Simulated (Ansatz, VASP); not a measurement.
**Two plane-wave programs on LiCl**

```
Li Cl
1.0
     0.00000    2.84684    2.84684
     2.84684    0.00000    2.84684
     2.84684    2.84684    0.00000
Li Cl
1 1
Direct
  0.75000 0.75000 0.75000
  0.50000 0.50000 0.50000
```

Alike in both runs: task single point; functional PBE; k mesh 8 × 8 × 8; occupations gaussian, width 0.02 eV; no spin polarisation.

|  | VASP | Ansatz |
| --- | --- | --- |
| version | VASP 6.6.1 | Ansatz 0.2.0 |
| potentials or method | VASP PAW PBE potentials, release 64 (Li_sv, Cl), cutoff 520 eV | scalar-relativistic, plane waves, PAW |
| valence electrons in the cell | 10 | 10 |

```tsv
	VASP	Ansatz	Ansatz less VASP
gap on the k mesh at the Fermi level (eV)	5.65	5.65	-0.006
least direct gap on the mesh (eV)	5.65	5.65	-0.006
```

Noted on VASP's run: the cutoff is short for stress, so the pressure is rough.
